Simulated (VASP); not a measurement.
Here is a VASP 6.6.1 calculation.

The input INCAR:

```
  PREC = Accurate
  ENCUT = 520
  EDIFF = 1E-7
  ISMEAR = 0
  SIGMA = 0.1
  LREAL = False
  LASPH = True
  NELM = 60
  ALGO = Fast
  ISIF = 2
  LWAVE = False
  LCHARG = False
  GGA = PE
  NBANDS = 9
```

The input KPOINTS:

```
regular mesh
0
Gamma
  21 21 21
```

POSCAR

```
Mg
1.0
    1.5715333767      0.9073252181      5.7022092032
   -1.5715333767      0.9073252181      5.7022092032
    0.0000000000     -1.8146504362      5.7022092032
Mg
2
Direct
    0.0900523369      0.0900523369      0.0900523369
    0.9099476631      0.9099476631      0.9099476631
```

Potentials or basis: VASP PAW PBE potentials, release 64 (Mg).

Command:

```bash
$ cat potpaw_PBE.64/Mg/POTCAR > POTCAR
$ mpirun -np 1 vasp_std > vasp.out
```

Q: Predict the pressure.

A: -0.1 GPa.

Q: Predict the band gap on the k mesh.

A: Zero (band 2 reaches 3.47 eV, above the bottom of band 3 at 0.28 eV).

Q: Predict the largest force.

A: 0.005 eV/Å.

Forces in eV/Å, atoms in the order of the input:
```
Mg   0.000  0.000  0.005
Mg   0.000  0.000 -0.005
```
